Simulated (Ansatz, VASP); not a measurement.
## Ge in VASP and in Ansatz

INCAR

```
SYSTEM = Ge
PREC = Accurate
ENCUT = 520
EDIFF = 1E-6
ISMEAR = 0
SIGMA = 0.15
LREAL = .False.
LASPH = .True.
NELM = 80
ALGO = Normal
ISIF = 2
LWAVE = .False.
LCHARG = .False.
GGA = PE
NBANDS = 21
```

Contents of KPOINTS:

```
Automatic mesh
0
Gamma
  14 14 14
  0 0 0
```

POSCAR

```
Ge
1.0
    0.0000000000      2.6905259126      3.0376037553
    2.6905259126      0.0000000000      3.0376037553
    2.6905259126      2.6905259126      0.0000000000
Ge
2
Direct
    0.5000000000      0.5000000000      0.5000000000
    0.7500000000      0.7500000000      0.7500000000
```

Input for Ansatz:

```yaml
crystal:
  lattice:
    - [0.0, 2.6905259126, 3.0376037553]
    - [2.6905259126, 0.0, 3.0376037553]
    - [2.6905259126, 2.6905259126, 0.0]
  atoms:
    - { symbol: Ge, position: [0.5, 0.5, 0.5] }
    - { symbol: Ge, position: [0.75, 0.75, 0.75] }
basis:
  ecutwfc: 420
kpoints:
  mp_grid: { grid: [14, 14, 14] }
hamiltonian:
  xc: pbe
scf:
  occupations: { method: gaussian, width: 0.15 }
output:
  forces: true
  stress: true
  eigenvalues: true
```

Alike in both runs: task single point; functional PBE; k mesh 14 × 14 × 14; occupations gaussian, width 0.15 eV; no spin polarisation.

|  | VASP | Ansatz |
| --- | --- | --- |
| version | VASP 6.6.1 | Ansatz 0.2.0 |
| potentials or method | VASP PAW PBE potentials, release 64 (Ge_d), cutoff 520 eV | scalar-relativistic, plane waves, PAW |
| valence electrons in the cell | 28 | 28 |

|  | VASP | Ansatz | Ansatz less VASP |
| --- | --- | --- | --- |
| gap on the k mesh at the Fermi level (eV) | none | none | - |
| pressure (GPa) | 5.9 | 6.0 | +0.07 |
| traceless stress, the component that is largest in VASP (GPa) | -6.78 | -6.76 | +0.017 |

A gap of «none» marks a metal or a gap that the smearing closes. With one functional, cell and mesh, what is left measures potentials, basis and numerics.
